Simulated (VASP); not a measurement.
A run of VASP 6.6.1 is set up as follows.

INCAR

```
  PREC = Accurate
  ENCUT = 520
  EDIFF = 1E-6
  ISMEAR = 0
  SIGMA = 0.05
  LREAL = F
  LASPH = T
  NELM = 100
  ALGO = Normal
  ISIF = 2
  LWAVE = F
  LCHARG = T
  GGA = PE
  LELF = T
  LVHAR = T
  NBANDS = 11
```

The input KPOINTS:

```
regular mesh
0
Gamma
  12 12 12
```

POSCAR

```
BP
1.0
    0.0000000000      2.3766627088      2.2830573572
    2.2830573572      0.0000000000      2.2830573572
    2.2830573572      2.3766627088      0.0000000000
B P
1 1
Direct
    0.0000000000      0.0000000000      0.0000000000
    0.7500000000      0.7500000000      0.7500000000
```

Potentials or basis: VASP PAW PBE potentials, release 64 (B, P).

The run is started by

```sh
$ cat potpaw_PBE.64/B/POTCAR potpaw_PBE.64/P/POTCAR > POTCAR
$ mpirun -np 1 vasp_std > vasp.out
```

(1) Estimate the pressure.

(2) Estimate the band gap on the k mesh.

Results:

(1) -7.8 GPa.

(2) 1.02 eV (least direct gap 3.12 eV).

Caveat: the stress differs along the axes, from -15 to -4 GPa.
